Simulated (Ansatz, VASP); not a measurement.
# CSO: VASP beside Ansatz

```xyz
18
Lattice="7.3582 0.0000 0.0000 0.0000 7.3582 0.0000 0.0000 0.0000 7.3582" Properties=species:S:1:pos:R:3 pbc="T T T"
O     5.1443    4.0910    1.4260
O     1.6553    3.7101    1.7152
O     3.9647    1.2822   -1.2934
O     0.1101    4.8215    4.4035
O     6.3182    2.0316    4.3271
O     4.9715    6.5817    3.7299
C     4.9774    4.4972    0.3502
C     2.2622    3.4330    2.6674
C     3.5907    0.9925   -0.2324
C     0.8617    5.6837    4.5928
C     6.7475    2.1233    5.4007
C     5.7704    6.7799    2.9121
S     4.7606    5.0567   -1.0871
S     3.0927    3.0619    3.9294
S     3.0915    0.6020    1.1841
S     1.8570    6.8516    4.8340
S     7.3300    2.2655    6.8384
S     6.8233    7.0391    1.7998
```

Alike in both runs: functional LDA; k mesh 1 × 1 × 1; occupations fermi-dirac, width 0.05 eV; no spin polarisation.

Ansatz relaxed the structure, and its values are those at the end. VASP's run is a single point on that final structure, the one shown.

|  | VASP | Ansatz |
| --- | --- | --- |
| version | VASP 6.6.1 | Ansatz 0.2.0 |
| potentials or method | VASP PAW LDA potentials, release 64 (O_h, C_h, S), cutoff 1000 eV | scalar-relativistic, plane waves, PAW |
| valence electrons in the cell | 96 | 96 |

```csv
,VASP,Ansatz,Ansatz less VASP
gap on the k mesh at the Fermi level (eV),4.47,4.46,-0.011
rms of the force components (eV/Å),0.202,0.042,-0.1607
```

LDA's correlation is that of Perdew and Zunger in VASP and of Perdew and Wang (1992) in Ansatz. One of these differences is far larger than is usual between the two programs; its cause wasn't traced.
